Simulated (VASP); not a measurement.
# GaGe in VASP: further runs

GaGe is run at these levels: PBE0, PBEsol-based global hybrid, PBE; tasks: single point.

Program: VASP 6.6.1. These are calculated values, not measurements. Logs are shortened: lines on timing, memory, paths and dates and some standing lists are left out, and cuts for length are marked.

### Step 1. The cell of the first run

Symmetry: F-43m, No. 216, cubic system. The conventional cell has a = 5.834 Å, b = 5.834 Å, c = 5.834 Å, α = 90.00°, β = 90.00°, γ = 90.00°. Ge (site symmetry -43m) has 4 Ga at 2.53 Å within 3.3 Å. Ga (site symmetry -43m) has 4 Ge at 2.53 Å within 3.3 Å.

### Step 2. Single point, PBE0

File POSCAR:

```
GaGe
1.0
    0.0000000000      2.9170355792      2.9170355792
    2.9170355792      0.0000000000      2.9170355792
    2.9170355792      2.9170355792      0.0000000000
Ge Ga
1 1
Direct
    0.0000000000      0.0000000000      0.0000000000
    0.2500000000      0.2500000000      0.2500000000
```

File INCAR.step1:

```
ALGO = Normal
EDIFF = 1E-5
ENCUT = 520
GGA = PE
ISIF = 2
ISMEAR = -1
LASPH = T
LCHARG = F
LREAL = F
LWAVE = T
NBANDS = 20
NELM = 60
PREC = Accurate
SIGMA = 0.05
```

File INCAR.step2:

```
AEXX = 0.25
ALGO = Normal
EDIFF = 1E-6
ENCUT = 520
GGA = PE
ISIF = 2
ISMEAR = -1
ISTART = 1
LASPH = T
LCHARG = F
LHFCALC = T
LREAL = F
LWAVE = F
NBANDS = 20
NELM = 60
PREC = Accurate
PRECFOCK = Normal
SIGMA = 0.05
```

File KPOINTS:

```
k-points
0
Gamma
  4 4 4
```

Potentials or basis: VASP PAW PBE potentials, release 64 (Ge_d, Ga_d).

The run is started by

```
$ cat potpaw_PBE.64/Ge_d/POTCAR potpaw_PBE.64/Ga_d/POTCAR > POTCAR
$ cp INCAR.step1 INCAR
$ mpirun -np 1 vasp_std > vasp.out
$ cp INCAR.step2 INCAR
$ mpirun -np 1 vasp_std > vasp.out
```

OUTCAR:

```text
AEXX = 0.25
   EDIFF = 1E-6
   ENCUT = 520
   GGA = PE
   ISIF = 2
   ISMEAR = -1
   ISTART = 1
   LASPH = T
   LHFCALC = T
   LREAL = F
   NELM = 60
   PREC = Accurate
   PRECFOCK = Normal

 ion  position               nearest neighbor table
   1  0.000  0.000  0.000-   2 2.53   2 2.53   2 2.53   2 2.53
   2  0.250  0.250  0.250-   1 2.53   1 2.53   1 2.53   1 2.53

  LATTYP: Found a face centered cubic cell.
 ALAT       =     5.8340711584

  Lattice vectors:

 A1 = (   0.0000000000,   2.9170355792,   2.9170355792)
 A2 = (   2.9170355792,   0.0000000000,   2.9170355792)
 A3 = (   2.9170355792,   2.9170355792,   0.0000000000)

Analysis of symmetry for initial positions (statically):
=====================================================================
 Subroutine PRICEL returns:
 Original cell was already a primitive cell.

 Routine SETGRP: Setting up the symmetry group for a
 face centered cubic supercell.

 Subroutine GETGRP returns: Found 24 space group operations
 (whereof 24 operations were pure point group operations)
 out of a pool of 48 trial point group operations.

The static configuration has the point symmetry T_d .

Analysis of symmetry for dynamics (positions and initial velocities):
=====================================================================
 Subroutine PRICEL returns:
 Original cell was already a primitive cell.

 Routine SETGRP: Setting up the symmetry group for a
 face centered cubic supercell.

 Subroutine GETGRP returns: Found 24 space group operations
 (whereof 24 operations were pure point group operations)
 out of a pool of 48 trial point group operations.

The dynamic configuration has the point symmetry T_d .

 Subroutine INISYM returns: Found 24 space group operations
 (whereof 24 operations are pure point group operations),
 and found     1 'primitive' translations

----------------------------------------------------------------------------------------

                                     Primitive cell

  volume of cell :      49.6427

  direct lattice vectors                    reciprocal lattice vectors
     0.000000000  2.917035579  2.917035579    -0.171406891  0.171406891  0.171406891
[... 69 lines left out ...]
   EDIFF  = 0.1E-05   stopping-criterion for ELM
   LREAL  =      F    real-space projection
   EDIFFG = 0.1E-04   stopping-criterion for IOM
   NSW    =      0    number of steps for IOM
   IBRION =     -1    ionic relax: 0-MD 1-quasi-New 2-CG
   NFREE  =      0    steps in history (QN), initial steepest desc. (CG)
   ISIF   =      2    stress and relaxation
   ISYM   =      3    0-nonsym 1-usesym 2-fastsym
   POTIM  = 0.5000    time-step for ionic-motion
   TEBEG  =    0.0;   TEEND  =   0.0 temperature during run
   PSTRESS=    0.0 pullay stress
   NELECT =      27.0000    total number of electrons
   NUPDOWN=      -1.0000    fix difference up-down
   EMIN   =  10.00;   EMAX   =-10.00  energy-range for DOS
   EFERMI =   0.00;   METHOD = LEGACY
   ISMEAR =    -1;   SIGMA  =   0.05  broadening in eV -4-tet -1-fermi 0-gaus
   EFERMI_NEDOS =   21; number of points for ismear=-14 and -15
   IALGO  =     38    algorithm
   IMIX   =      1    mixing-type and parameters
     AMIX     =   0.40;   BMIX     =  1.00
     AMIX_MAG =   1.60;   BMIX_MAG =  1.00
  volume/ion in A,a.u.               =      24.82       167.50
  Fermi-wavevector in a.u.,A,eV,Ry     =   1.336322  2.525282 24.296682  1.785756
  Thomas-Fermi vector in A             =   2.464957
   LORBIT       =      0    0 simple, 1 ext, 2 COOP (PROOUT), +10 PAW based schemes
   GGA     = PE    functional components
   LHFCALC =     T    Hartree Fock is set to
   PRECFOCK=normal    Normal, Fast or Accurate (Low or Medium for compatibility)
   ENCUT4O =  -1.0   cutoff for four orbital integrals eV
   NKREDX  =     1    reduce k-point grid by
   NKREDY  =     1    reduce k-point grid by
   NKREDZ  =     1    reduce k-point grid by
   AEXX    =    0.2500 exact exchange contribution
   HFSCREEN=    0.0000 screening length (either q_TF or 0.3 A-1)
   HFSCREENC=   0.0000 screening length for correlation (either q_TF or 0.3 A-1)
   ENCUTFOCK=  -1.0 apply spherical cutoff to Coloumb kernel
   IVDW    =     0    specifies the selected vdW correction
   LEPSILON=     F    determine dielectric tensor
   LRPA    =     F    only Hartree local field effects (RPA)
 non-spin polarized calculation
  energy-cutoff  :      520.00
  volume of cell :       49.64
 maximum number of plane-waves:      1363
 NGX is ok and might be reduce to    32
  NGX = 24; NGY = 24; NGZ = 24

 number of electron      26.9999978 magnetization

 Free energy of the ion-electron system (eV)
  ---------------------------------------------------
  ext. energy  EPLUGINS =         0.00000000
  ---------------------------------------------------
  free energy    TOTEN  =        -8.99655964 eV

  energy without entropy =       -8.98381338  energy(sigma->0) =       -8.99018651

 E-fermi :   2.9878     XC(G=0):  -7.4931

 val. band max:        2.9710254708   @ k =  -0.2500   0.2500   0.0000
 cond. band min:       3.4564350970   @ k =   0.5000   0.0000   0.0000
 fundamental gap:      0.4854096262
 Fermi energy:         2.9878374210

 k-point     1 :       0.0000    0.0000    0.0000
  band No.  band energies     occupation
      1     -24.8977      2.00000
      2     -24.8977      2.00000
      3     -24.8977      2.00000
      4     -24.8789      2.00000
      5     -24.8789      2.00000
      6     -14.7809      2.00000
[... 173 lines left out ...]
     19      16.1107      0.00000
     20      16.7376      0.00000

------------------------ aborting loop because EDIFF is reached ----------------------------------------

  FORCE on cell =-STRESS in cart. coord.  units (eV):
  Direction    XX          YY          ZZ          XY          YZ          ZX
  --------------------------------------------------------------------------------------
  -------------------------------------------------------------------------------------
  Total       -0.9197109     -0.9197109     -0.9197109      0.0000000      0.0000000      0.0000000
  in kB      -29.6829267    -29.6829267    -29.6829267      0.0000000      0.0000000      0.0000000
  external PRESSURE =     -29.6829267 kB  Pullay stress =       0.0000000 kB

 VOLUME and BASIS-vectors are now :
 -----------------------------------------------------------------------------
  energy-cutoff  :      520.00
  volume of cell :       49.64
      direct lattice vectors                 reciprocal lattice vectors
     0.000000000  2.917035579  2.917035579    -0.171406891  0.171406891  0.171406891
     2.917035579  0.000000000  2.917035579     0.171406891 -0.171406891  0.171406891
     2.917035579  2.917035579  0.000000000     0.171406891  0.171406891 -0.171406891

 POSITION                                       TOTAL-FORCE (eV/Angst)
 -----------------------------------------------------------------------------------
      0.00000      0.00000      0.00000        -0.000000      0.000000     -0.000000
      1.45852      1.45852      1.45852         0.000000     -0.000000      0.000000
 -----------------------------------------------------------------------------------
    total drift:                               -0.000004     -0.000007     -0.000001

  FREE ENERGIE OF THE ION-ELECTRON SYSTEM (eV)
  ---------------------------------------------------
  free  energy   TOTEN  =        -8.9965596441 eV

  energy  without entropy=       -8.9838133764  energy(sigma->0) =       -8.99018651
```

OSZICAR.step1:

```text
N       E                     dE             d eps       ncg     rms          rms(c)
DAV:   1     0.160980548964E+03    0.16098E+03   -0.13932E+04   336   0.289E+03
DAV:   2     0.172648698542E+02   -0.14372E+03   -0.14003E+03   324   0.527E+02
DAV:   3    -0.629939187636E+01   -0.23564E+02   -0.23464E+02   360   0.136E+02
DAV:   4    -0.711399426048E+01   -0.81460E+00   -0.81416E+00   368   0.278E+01
DAV:   5    -0.712836424561E+01   -0.14370E-01   -0.14369E-01   376   0.400E+00    0.215E+00
DAV:   6    -0.709795319643E+01    0.30411E-01   -0.75979E-02   396   0.388E+00    0.124E+00
DAV:   7    -0.709407978211E+01    0.38734E-02   -0.29145E-02   432   0.192E+00    0.268E-01
DAV:   8    -0.709490673055E+01   -0.82695E-03   -0.58607E-03   340   0.887E-01    0.598E-02
DAV:   9    -0.709515285283E+01   -0.24612E-03   -0.60553E-04   376   0.317E-01    0.238E-02
DAV:  10    -0.709519411264E+01   -0.41260E-04   -0.72011E-05   348   0.686E-02    0.870E-03
DAV:  11    -0.709520308548E+01   -0.89728E-05   -0.16981E-05   304   0.333E-02
   1 F= -.70952031E+01 E0= -.70863002E+01  d E =-.178058E-01
```

It took 17 min on 1 thread of Intel Xeon 6975P-C, shared host; peak memory 0.19 GiB.

Results:

* Free energy: -8.9966 eV
* Pressure: -3.0 GPa

Caveat: the k points lie up to 0.47 Å⁻¹ apart; the PAW data sets were made with another functional, which shifts forces and pressure a little.

### Step 3. Single point, PBE0

This run uses another cell than the first one, of 23.45 Å³/atom, 0.945 times its volume.

File POSCAR:

```
GaGe
1.0
    0.0000000000      2.8622555899      2.8622555899
    2.8622555899      0.0000000000      2.8622555899
    2.8622555899      2.8622555899      0.0000000000
Ge Ga
1 1
Direct
    0.0000000000      0.0000000000      0.0000000000
    0.2500000000      0.2500000000      0.2500000000
```

File INCAR.step1:

```
SYSTEM = GaGe
ALGO = Normal
EDIFF = 1E-5
ENCUT = 520
GGA = PE
ISIF = 2
ISMEAR = -1
LASPH = .True.
LCHARG = .False.
LREAL = .False.
LWAVE = .True.
NBANDS = 20
NELM = 80
PREC = Accurate
SIGMA = 0.05
```

File INCAR.step2:

```
SYSTEM = GaGe
AEXX = 0.25
ALGO = Normal
EDIFF = 1E-6
ENCUT = 520
GGA = PE
ISIF = 2
ISMEAR = -1
ISTART = 1
LASPH = .True.
LCHARG = .False.
LHFCALC = .True.
LREAL = .False.
LWAVE = .False.
NBANDS = 20
NELM = 80
PREC = Accurate
PRECFOCK = Normal
SIGMA = 0.05
```

File KPOINTS:

```
k-points
0
Gamma
  4 4 4
  0 0 0
```

Potentials or basis: VASP PAW PBE potentials, release 64 (Ge_d, Ga_d).

The run is started by

```
$ cat potpaw_PBE.64/Ge_d/POTCAR potpaw_PBE.64/Ga_d/POTCAR > POTCAR
$ cp INCAR.step1 INCAR
$ mpirun -np 1 vasp_std > vasp.out
$ cp INCAR.step2 INCAR
$ mpirun -np 1 vasp_std > vasp.out
```

OUTCAR:

```text
SYSTEM = GaGe
   AEXX = 0.25
   EDIFF = 1E-6
   ENCUT = 520
   GGA = PE
   ISIF = 2
   ISMEAR = -1
   ISTART = 1
   LASPH = .True.
   LHFCALC = .True.
   LREAL = .False.
   NELM = 80
   PREC = Accurate
   PRECFOCK = Normal

 ion  position               nearest neighbor table
   1  0.000  0.000  0.000-   2 2.48   2 2.48   2 2.48   2 2.48
   2  0.250  0.250  0.250-   1 2.48   1 2.48   1 2.48   1 2.48

  LATTYP: Found a face centered cubic cell.
 ALAT       =     5.7245111798

  Lattice vectors:

 A1 = (   0.0000000000,   2.8622555899,   2.8622555899)
 A2 = (   2.8622555899,   0.0000000000,   2.8622555899)
 A3 = (   2.8622555899,   2.8622555899,   0.0000000000)

Analysis of symmetry for initial positions (statically):
=====================================================================
 Subroutine PRICEL returns:
 Original cell was already a primitive cell.

 Routine SETGRP: Setting up the symmetry group for a
 face centered cubic supercell.

 Subroutine GETGRP returns: Found 24 space group operations
 (whereof 24 operations were pure point group operations)
 out of a pool of 48 trial point group operations.

The static configuration has the point symmetry T_d .

Analysis of symmetry for dynamics (positions and initial velocities):
=====================================================================
 Subroutine PRICEL returns:
 Original cell was already a primitive cell.

 Routine SETGRP: Setting up the symmetry group for a
 face centered cubic supercell.

 Subroutine GETGRP returns: Found 24 space group operations
 (whereof 24 operations were pure point group operations)
 out of a pool of 48 trial point group operations.

The dynamic configuration has the point symmetry T_d .

[... 99 lines left out ...]
   IMIX   =      1    mixing-type and parameters
     AMIX     =   0.40;   BMIX     =  1.00
     AMIX_MAG =   1.60;   BMIX_MAG =  1.00
  volume/ion in A,a.u.               =      23.45       158.24
  Fermi-wavevector in a.u.,A,eV,Ry     =   1.361897  2.573613 25.235598  1.854764
  Thomas-Fermi vector in A             =   2.488434
   LORBIT       =      0    0 simple, 1 ext, 2 COOP (PROOUT), +10 PAW based schemes
   GGA     = PE    functional components
   LHFCALC =     T    Hartree Fock is set to
   PRECFOCK=normal    Normal, Fast or Accurate (Low or Medium for compatibility)
   ENCUT4O =  -1.0   cutoff for four orbital integrals eV
   NKREDX  =     1    reduce k-point grid by
   NKREDY  =     1    reduce k-point grid by
   NKREDZ  =     1    reduce k-point grid by
   AEXX    =    0.2500 exact exchange contribution
   HFSCREEN=    0.0000 screening length (either q_TF or 0.3 A-1)
   HFSCREENC=   0.0000 screening length for correlation (either q_TF or 0.3 A-1)
   ENCUTFOCK=  -1.0 apply spherical cutoff to Coloumb kernel
   IVDW    =     0    specifies the selected vdW correction
   LEPSILON=     F    determine dielectric tensor
   LRPA    =     F    only Hartree local field effects (RPA)
 non-spin polarized calculation
  energy-cutoff  :      520.00
  volume of cell :       46.90
 maximum number of plane-waves:      1283
  NGX = 24; NGY = 24; NGZ = 24

 number of electron      26.9999982 magnetization

 Free energy of the ion-electron system (eV)
  ---------------------------------------------------
  ext. energy  EPLUGINS =         0.00000000
  ---------------------------------------------------
  free energy    TOTEN  =        -9.02393617 eV

  energy without entropy =       -9.01119328  energy(sigma->0) =       -9.01756473

 E-fermi :   3.4167     XC(G=0):  -7.6925

 val. band max:        3.3998911367   @ k =  -0.2500   0.2500   0.0000
 cond. band min:       3.9046962675   @ k =   0.5000   0.0000   0.0000
 fundamental gap:      0.5048051307
 Fermi energy:         3.4167068344

 k-point     1 :       0.0000    0.0000    0.0000
  band No.  band energies     occupation
      1     -24.4593      2.00000
      2     -24.4593      2.00000
      3     -24.4593      2.00000
      4     -24.4373      2.00000
      5     -24.4373      2.00000
      6     -14.3749      2.00000
[... 173 lines left out ...]
     19      17.1148      0.00000
     20      17.7083      0.00000

------------------------ aborting loop because EDIFF is reached ----------------------------------------

  FORCE on cell =-STRESS in cart. coord.  units (eV):
  Direction    XX          YY          ZZ          XY          YZ          ZX
  --------------------------------------------------------------------------------------
  -------------------------------------------------------------------------------------
  Total        0.0182504      0.0182504      0.0182504      0.0000000      0.0000000      0.0000000
  in kB        0.6234864      0.6234864      0.6234864      0.0000000      0.0000000      0.0000000
  external PRESSURE =       0.6234864 kB  Pullay stress =       0.0000000 kB

 VOLUME and BASIS-vectors are now :
 -----------------------------------------------------------------------------
  energy-cutoff  :      520.00
  volume of cell :       46.90
      direct lattice vectors                 reciprocal lattice vectors
     0.000000000  2.862255590  2.862255590    -0.174687404  0.174687404  0.174687404
     2.862255590  0.000000000  2.862255590     0.174687404 -0.174687404  0.174687404
     2.862255590  2.862255590  0.000000000     0.174687404  0.174687404 -0.174687404

 POSITION                                       TOTAL-FORCE (eV/Angst)
 -----------------------------------------------------------------------------------
      0.00000      0.00000      0.00000         0.000000      0.000000      0.000000
      1.43113      1.43113      1.43113        -0.000000     -0.000000     -0.000000
 -----------------------------------------------------------------------------------
    total drift:                               -0.000012     -0.000006     -0.000009

  FREE ENERGIE OF THE ION-ELECTRON SYSTEM (eV)
  ---------------------------------------------------
  free  energy   TOTEN  =        -9.0239361673 eV

  energy  without entropy=       -9.0111932849  energy(sigma->0) =       -9.01756473
```

OSZICAR.step1:

```text
N       E                     dE             d eps       ncg     rms          rms(c)
DAV:   1     0.155657795005E+03    0.15566E+03   -0.13827E+04   348   0.300E+03
DAV:   2     0.144534120040E+02   -0.14120E+03   -0.13782E+03   320   0.523E+02
DAV:   3    -0.647773042326E+01   -0.20931E+02   -0.20828E+02   352   0.132E+02
DAV:   4    -0.712155003020E+01   -0.64382E+00   -0.64351E+00   364   0.251E+01
DAV:   5    -0.713242316874E+01   -0.10873E-01   -0.10872E-01   364   0.362E+00    0.230E+00
DAV:   6    -0.709753053441E+01    0.34893E-01   -0.77551E-02   392   0.409E+00    0.133E+00
DAV:   7    -0.709170746755E+01    0.58231E-02   -0.31363E-02   432   0.202E+00    0.271E-01
DAV:   8    -0.709244415310E+01   -0.73669E-03   -0.61574E-03   356   0.935E-01    0.623E-02
DAV:   9    -0.709269367702E+01   -0.24952E-03   -0.60471E-04   356   0.316E-01    0.249E-02
DAV:  10    -0.709273244892E+01   -0.38772E-04   -0.70813E-05   364   0.693E-02    0.882E-03
DAV:  11    -0.709274048680E+01   -0.80379E-05   -0.15109E-05   288   0.326E-02
   1 F= -.70927405E+01 E0= -.70840529E+01  d E =-.173751E-01
```

Run time: 18 min. Hardware: 1 thread of Intel Xeon Platinum 8488C (Sapphire Rapids), shared host; peak memory 0.19 GiB.

What came out:

```yaml
Free_energy: -9.0239 eV
Pressure: 0.1 GPa
```

Caveat: the k points lie up to 0.48 Å⁻¹ apart; the PAW data sets were made with another functional, which shifts forces and pressure a little.

### Step 4. Single point, PBEsol-based global hybrid

This run uses another cell than the first one, of 24.33 Å³/atom, 0.980 times its volume.

File POSCAR:

```
GaGe
1.0
    0.0000000000      2.8978440000      2.8978440000
    2.8978440000      0.0000000000      2.8978440000
    2.8978440000      2.8978440000      0.0000000000
Ge Ga
1 1
Direct
    0.0000000000      0.0000000000      0.0000000000
    0.2500000000      0.2500000000      0.2500000000
```

File INCAR.step1:

```
SYSTEM = GaGe
PREC = Accurate
ENCUT = 520
EDIFF = 1E-5
ISMEAR = -1
SIGMA = 0.05
LREAL = .False.
LASPH = .True.
NELM = 80
ALGO = Normal
ISIF = 2
LWAVE = .True.
NBANDS = 20
GGA = PE
```

File INCAR.step2:

```
SYSTEM = GaGe
PREC = Accurate
ENCUT = 520
EDIFF = 1E-7
ISMEAR = -1
SIGMA = 0.05
LREAL = .False.
LASPH = .True.
NELM = 80
ALGO = Normal
ISIF = 2
LWAVE = .False.
LCHARG = .True.
GGA = PS
LHFCALC = .True.
AEXX = 0.25
PRECFOCK = Normal
LELF = .True.
LVHAR = .True.
NBANDS = 20
ISTART = 1
```

File KPOINTS:

```
Automatic mesh
0
Gamma
  4 4 4
  0 0 0
```

The run is started by

```
$ cat potpaw_PBE.64/Ge_d/POTCAR potpaw_PBE.64/Ga_d/POTCAR > POTCAR
$ cp INCAR.step1 INCAR
$ mpirun -np 1 vasp_std > vasp.out
$ cp INCAR.step2 INCAR
$ mpirun -np 1 vasp_std > vasp.out
```

Run time: 25 min. Hardware: 1 thread of Intel Xeon Platinum 8488C (Sapphire Rapids), shared host; peak memory 0.18 GiB.

It converged, with:

```
Free energy : -9.5633 eV
Pressure    : -3.9 GPa
```

Levels at points of the mesh, in eV from the Fermi level:
| k point | band 11 | band 12 | band 13 | band 14 | band 15 | band 16 | band 17 | band 18 |
| --- | --- | --- | --- | --- | --- | --- | --- | --- |
| (0.00, 0.00, 0.00) | -12.51 | 2.01 | 2.01 | 2.01 | 2.87 | 5.06 | 5.06 | 5.06 |
| (0.50, 0.00, 0.00) | -10.29 | -6.74 | 0.48 | 0.48 | 2.67 | 6.04 | 6.04 | 8.86 |
| (0.50, 0.50, 0.00) | -9.08 | -7.19 | -2.15 | -2.15 | 2.75 | 2.90 | 12.31 | 12.31 |

Caveat: the k points lie up to 0.47 Å⁻¹ apart; the PAW data sets were made with another functional, which shifts forces and pressure a little.

[end of part 1 of 2]
